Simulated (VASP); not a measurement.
# LiH (Fm-3m) in VASP: further runs

LiH is run at these levels: PBE, PBE+D3(BJ); tasks: single point.

All numbers are computed with VASP 6.6.1; they aren't measurements. Logs are shortened: lines on timing, memory, paths and dates and some standing lists are left out, and cuts for length are marked.

## 1. The cell of the first run

The structure is cubic, space group Fm-3m (No. 225). Conventional cell: a = 3.997 Å, b = 3.997 Å, c = 3.997 Å, α = 90.00°, β = 90.00°, γ = 90.00°. Within 2.6 Å of Li (site symmetry m-3m) lie 6 H at 2.00 Å. Within 2.6 Å of H (site symmetry m-3m) lie 6 Li at 2.00 Å.

## 2. Single point, PBE

Input file INCAR:

```
PREC = Accurate
ENCUT = 520
EDIFF = 1E-6
ISMEAR = 0
SIGMA = 0.01
LREAL = F
LASPH = T
NELM = 80
ALGO = Normal
ISIF = 2
LWAVE = F
LCHARG = F
GGA = PE
NBANDS = 9
```

Input file KPOINTS:

```
Automatic mesh
0
Gamma
  6 6 6
```

Input file POSCAR:

```
LiH
1.0
    0.0000000000      1.9984726919      1.9984726919
    1.9984726919      0.0000000000      1.9984726919
    1.9984726919      1.9984726919      0.0000000000
Li H
1 1
Direct
    0.0000000000      0.0000000000      0.0000000000
    0.5000000000      0.5000000000      0.5000000000
```

Potentials or basis: VASP PAW PBE potentials, release 64 (Li_sv, H).

Command:

```
> cat potpaw_PBE.64/Li_sv/POTCAR potpaw_PBE.64/H/POTCAR > POTCAR
> mpirun -np 1 vasp_std > vasp.out
```

OUTCAR:

```text
PREC = Accurate
   ENCUT = 520
   EDIFF = 1E-6
   ISMEAR = 0
   LREAL = F
   LASPH = T
   NELM = 80
   ISIF = 2
   GGA = PE

 ion  position               nearest neighbor table
   1  0.000  0.000  0.000-
   2  0.500  0.500  0.500-

  LATTYP: Found a face centered cubic cell.
 ALAT       =     3.9969453838

  Lattice vectors:

 A1 = (   0.0000000000,   1.9984726919,   1.9984726919)
 A2 = (   1.9984726919,   0.0000000000,   1.9984726919)
 A3 = (   1.9984726919,   1.9984726919,   0.0000000000)

Analysis of symmetry for initial positions (statically):
=====================================================================
 Subroutine PRICEL returns:
 Original cell was already a primitive cell.

 Routine SETGRP: Setting up the symmetry group for a
 face centered cubic supercell.

 Subroutine GETGRP returns: Found 48 space group operations
[... 9 lines left out ...]

 Routine SETGRP: Setting up the symmetry group for a
 face centered cubic supercell.

 Subroutine GETGRP returns: Found 48 space group operations
[... 11 lines left out ...]
                                     Primitive cell

  volume of cell :      15.9634

  direct lattice vectors                    reciprocal lattice vectors
     0.000000000  1.998472692  1.998472692    -0.250191059  0.250191059  0.250191059
     1.998472692  0.000000000  1.998472692     0.250191059 -0.250191059  0.250191059
     1.998472692  1.998472692  0.000000000     0.250191059  0.250191059 -0.250191059

  length of vectors
     2.826267185  2.826267185  2.826267185     0.433343627  0.433343627  0.433343627

  position of ions in fractional coordinates (direct lattice)
     0.000000000  0.000000000  0.000000000
     0.500000000  0.500000000  0.500000000

  ion indices of the primitive-cell ions
   primitive index   ion index
                 1           1
                 2           2

----------------------------------------------------------------------------------------

 KPOINTS: Automatic mesh

Automatic generation of k-mesh.
 Grid dimensions read from file:
 generate k-points for:    6    6    6

 Generating k-lattice:

  Cartesian coordinates                     Fractional coordinates (reciprocal lattice)
    -0.041698510  0.041698510  0.041698510     0.166666667  0.000000000  0.000000000
     0.041698510 -0.041698510  0.041698510     0.000000000  0.166666667  0.000000000
     0.041698510  0.041698510 -0.041698510     0.000000000  0.000000000  0.166666667

  Length of vectors
     0.072223938  0.072223938  0.072223938

  Shift w.r.t. Gamma in fractional coordinates (k-lattice)
     0.000000000  0.000000000  0.000000000

 Subroutine IBZKPT returns following result:
 ===========================================

 Found     16 irreducible k-points:

 Following reciprocal coordinates:
            Coordinates               Weight
  0.000000  0.000000  0.000000      1.000000
  0.166667  0.000000  0.000000      8.000000
  0.333333  0.000000  0.000000      8.000000
  0.500000  0.000000  0.000000      4.000000
  0.166667  0.166667  0.000000      6.000000
  0.333333  0.166667  0.000000     24.000000
[... 8 lines left out ...]
 -0.333333  0.333333  0.166667     24.000000
 -0.333333  0.500000  0.166667     12.000000
   k-points           NKPTS =     16   k-points in BZ     NKDIM =     16   number of bands    NBANDS=      9
   number of dos      NEDOS =    301   number of ions     NIONS =      2
   total plane-waves  NPLWV =  13824
   dimension x,y,z NGX =    24 NGY =   24 NGZ =   24
   dimension x,y,z NGXF=    48 NGYF=   48 NGZF=   48
   ions per type =               1   1
   NGX,Y,Z   is equivalent  to a cutoff of  14.12, 14.12, 14.12 a.u.
   NGXF,Y,Z  is equivalent  to a cutoff of  28.23, 28.23, 28.23 a.u.
 SYSTEM =  unknown system
   PREC   = accura    normal or accurate (medium, high low for compatibility)
   ISTART =      0    job   : 0-new  1-cont  2-samecut
   ICHARG =      2    charge: 1-file 2-atom 10-const
   ISPIN  =      1    spin polarized calculation?
   LNONCOLLINEAR =      F non collinear calculations
   LSORBIT =      F    spin-orbit coupling
   LASPH  =      T    aspherical Exc in radial PAW
   ENCUT  =  520.0 eV  38.22 Ry    6.18 a.u.   5.25  5.25  5.25*2*pi/ulx,y,z
   NELM   =     80;   NELMIN=  2; NELMDL= -5     # of ELM steps
   EDIFF  = 0.1E-05   stopping-criterion for ELM
   LREAL  =      F    real-space projection
   EDIFFG = 0.1E-04   stopping-criterion for IOM
   NSW    =      0    number of steps for IOM
   IBRION =     -1    ionic relax: 0-MD 1-quasi-New 2-CG
   NFREE  =      0    steps in history (QN), initial steepest desc. (CG)
   ISIF   =      2    stress and relaxation
   ISYM   =      2    0-nonsym 1-usesym 2-fastsym
   POTIM  = 0.5000    time-step for ionic-motion
   TEBEG  =    0.0;   TEEND  =   0.0 temperature during run
   PSTRESS=    0.0 pullay stress
   NELECT =       4.0000    total number of electrons
   NUPDOWN=      -1.0000    fix difference up-down
   EMIN   =  10.00;   EMAX   =-10.00  energy-range for DOS
   EFERMI =   0.00;   METHOD = LEGACY
   ISMEAR =     0;   SIGMA  =   0.01  broadening in eV -4-tet -1-fermi 0-gaus
   EFERMI_NEDOS =   21; number of points for ismear=-14 and -15
   IALGO  =     38    algorithm
   IMIX   =      4    mixing-type and parameters
     AMIX     =   0.40;   BMIX     =  1.00
     AMIX_MAG =   1.60;   BMIX_MAG =  1.00
  volume/ion in A,a.u.               =       7.98        53.86
  Fermi-wavevector in a.u.,A,eV,Ry     =   1.032096  1.950378 14.493217  1.065221
  Thomas-Fermi vector in A             =   2.166276
   LORBIT       =      0    0 simple, 1 ext, 2 COOP (PROOUT), +10 PAW based schemes
   GGA     = PE    functional components
   LHFCALC =     F    Hartree Fock is set to
   AEXX    =    0.0000 exact exchange contribution
   IVDW    =     0    specifies the selected vdW correction
   LEPSILON=     F    determine dielectric tensor
   LRPA    =     F    only Hartree local field effects (RPA)
 non-spin polarized calculation
 Gauss-broadening in eV      SIGMA  =   0.01
  energy-cutoff  :      520.00
  volume of cell :       15.96
 maximum number of plane-waves:       444
 NGX is ok and might be reduce to    24
   NGX = 11   NGY = 11   NGZ = 11

 number of electron       3.9999996 magnetization

 Free energy of the ion-electron system (eV)
  ---------------------------------------------------
  ext. energy  EPLUGINS =         0.00000000
  ---------------------------------------------------
  free energy    TOTEN  =        -6.12600384 eV

  energy without entropy =       -6.12600384  energy(sigma->0) =       -6.12600384

 E-fermi :   0.2684     XC(G=0):  -8.5387

 val. band max:        0.1342974624   @ k =   0.5000   0.5000   0.0000
 cond. band min:       3.1056639534   @ k =   0.5000   0.5000   0.0000
 fundamental gap:      2.9713664910
 Fermi energy:         0.2683885777

 k-point     1 :       0.0000    0.0000    0.0000
  band No.  band energies     occupation
      1     -44.1519      2.00000
      2      -5.3327      2.00000
      3      16.3418      0.00000
      4      18.1122      0.00000
      5      18.1122      0.00000
      6      18.1122      0.00000
      7      22.8444      0.00000
      8      22.8444      0.00000
      9      22.8444      0.00000

 k-point     2 :       0.1667    0.0000    0.0000
  band No.  band energies     occupation
      1     -44.1400      2.00000
      2      -4.8454      2.00000
      3      12.6944      0.00000
      4      16.2544      0.00000
      5      17.2843      0.00000
      6      17.2843      0.00000
      7      22.7368      0.00000
      8      24.1020      0.00000
      9      24.1020      0.00000

 k-point     3 :       0.3333    0.0000    0.0000
  band No.  band energies     occupation
      1     -44.1160      2.00000
      2      -3.5368      2.00000
      3       7.4873      0.00000
      4      14.5208      0.00000
      5      16.6557      0.00000
      6      16.6557      0.00000
      7      20.8181      0.00000
      8      20.8181      0.00000
      9      25.3039      0.00000

 k-point     4 :       0.5000    0.0000    0.0000
  band No.  band energies     occupation
      1     -44.1041      2.00000
      2      -2.5196      2.00000
      3       5.0753      0.00000
      4      13.8710      0.00000
      5      16.7133      0.00000
      6      16.7133      0.00000
      7      19.2967      0.00000
      8      19.2967      0.00000
      9      27.5996      0.00000

 k-point     5 :       0.1667    0.1667    0.0000
  band No.  band energies     occupation
      1     -44.1362      2.00000
      2      -4.6615      2.00000
      3      13.4164      0.00000
      4      14.8979      0.00000
      5      14.8979      0.00000
      6      18.3240      0.00000
      7      18.7540      0.00000
      8      24.9358      0.00000
      9      27.6088      0.00000

 k-point     6 :       0.3333    0.1667    0.0000
  band No.  band energies     occupation
      1     -44.1164      2.00000
      2      -3.5375      2.00000
      3       9.0366      0.00000
      4      12.3442      0.00000
      5      13.7178      0.00000
      6      17.4622      0.00000
      7      20.4078      0.00000
      8      24.7163      0.00000
      9      26.2586      0.00000
[... 73 lines left out ...]
 k-point    13 :       0.5000    0.5000    0.0000
  band No.  band energies     occupation
      1     -44.0897      2.00000
      2       0.1343      2.00000
      3       3.1057      0.00000
      4      10.9898      0.00000
      5      10.9898      0.00000
      6      14.1644      0.00000
      7      17.5288      0.00000
      8      35.0992      0.00000
      9      35.0993      0.00000

 k-point    14 :       0.5000    0.3333    0.1667
  band No.  band energies     occupation
      1     -44.1008      2.00000
      2      -2.1406      2.00000
      3       7.3422      0.00000
      4       8.1892      0.00000
      5      13.0912      0.00000
      6      17.5006      0.00000
      7      21.0452      0.00000
      8      25.4480      0.00000
      9      29.4262      0.00000

 k-point    15 :      -0.3333    0.3333    0.1667
  band No.  band energies     occupation
      1     -44.0929      2.00000
      2      -0.9760      2.00000
      3       5.3216      0.00000
      4       7.2323      0.00000
      5      12.6827      0.00000
      6      17.1607      0.00000
      7      24.1141      0.00000
      8      25.8932      0.00000
      9      27.8449      0.00000

 k-point    16 :      -0.3333    0.5000    0.1667
  band No.  band energies     occupation
      1     -44.0893      2.00000
      2      -0.0444      2.00000
      3       4.1314      0.00000
      4       7.1688      0.00000
      5      11.7467      0.00000
      6      17.7618      0.00000
      7      20.0429      0.00000
      8      29.1765      0.00000
      9      29.4139      0.00000

------------------------ aborting loop because EDIFF is reached ----------------------------------------

  FORCE on cell =-STRESS in cart. coord.  units (eV):
  Direction    XX          YY          ZZ          XY          YZ          ZX
  --------------------------------------------------------------------------------------
  -------------------------------------------------------------------------------------
  Total        0.0067054      0.0067054      0.0067054      0.0000000     -0.0000000      0.0000000
  in kB        0.6729935      0.6729935      0.6729935      0.0000000     -0.0000000      0.0000000
  external PRESSURE =       0.6729935 kB  Pullay stress =       0.0000000 kB

 VOLUME and BASIS-vectors are now :
 -----------------------------------------------------------------------------
  energy-cutoff  :      520.00
  volume of cell :       15.96
      direct lattice vectors                 reciprocal lattice vectors
     0.000000000  1.998472692  1.998472692    -0.250191059  0.250191059  0.250191059
     1.998472692  0.000000000  1.998472692     0.250191059 -0.250191059  0.250191059
     1.998472692  1.998472692  0.000000000     0.250191059  0.250191059 -0.250191059

 POSITION                                       TOTAL-FORCE (eV/Angst)
 -----------------------------------------------------------------------------------
      0.00000      0.00000      0.00000         0.000000      0.000000      0.000000
      1.99847      1.99847      1.99847        -0.000000     -0.000000     -0.000000
 -----------------------------------------------------------------------------------
    total drift:                                0.000000     -0.000000     -0.000000

  FREE ENERGIE OF THE ION-ELECTRON SYSTEM (eV)
  ---------------------------------------------------
  free  energy   TOTEN  =        -6.1260038382 eV

  energy  without entropy=       -6.1260038382  energy(sigma->0) =       -6.12600384
```

Wall time 5.6 s (1 thread of AMD EPYC 7R43 (Zen 3), shared host); peak memory 0.09 GiB.

What came out:

```yaml
Free_energy: -6.1260 eV
Band_gap_on_the_k_mesh: 2.97 eV, direct
```

Caveat: the k points lie up to 0.45 Å⁻¹ apart; the cutoff is under 1.25 times the usual one of these potentials, so pressure, stress and relaxed cells hold a basis-set (Pulay) error. A k mesh can miss the band edges.

(Part 1 of 2 ends here.)
